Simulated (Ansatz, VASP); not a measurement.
# Si in VASP and in Ansatz

```
Si
1.0
    -3.34507    3.34507    3.34507
     3.34507   -3.34507    3.34507
     3.34507    3.34507   -3.34507
Si
6
Cartesian
  0.0000 3.3451 1.6725
  0.0000 1.6725 3.3451
  1.6725 3.3451 0.0000
  3.3451 1.6725 0.0000
  3.3451 0.0000 1.6725
  1.6725 0.0000 3.3451
```

Alike in both runs: functional PBEsol; k mesh 6 × 6 × 6; occupations fermi-dirac, width 0.15 eV; no spin polarisation.

Ansatz relaxed the structure, and its values are those at the end. VASP's run is a single point on that final structure, the one shown.

|  | VASP | Ansatz |
| --- | --- | --- |
| version | VASP 6.6.1 | Ansatz 0.2.0 |
| potentials or method | VASP PAW PBE potentials, release 64 (Si) | plane waves, PAW |
| plane-wave cutoff (eV) | 520 | 420 |
| valence electrons in the cell | 24 | 24 |

VASP gave:

| Quantity | Value |
| --- | --- |
| pressure (GPa) | 0.1 |

Q: Estimate Ansatz's values.

A: Pressure (GPa): 0.0.

VASP's potentials were made for PBE, not for PBEsol. With one functional, cell and mesh, what is left measures potentials, basis and numerics.
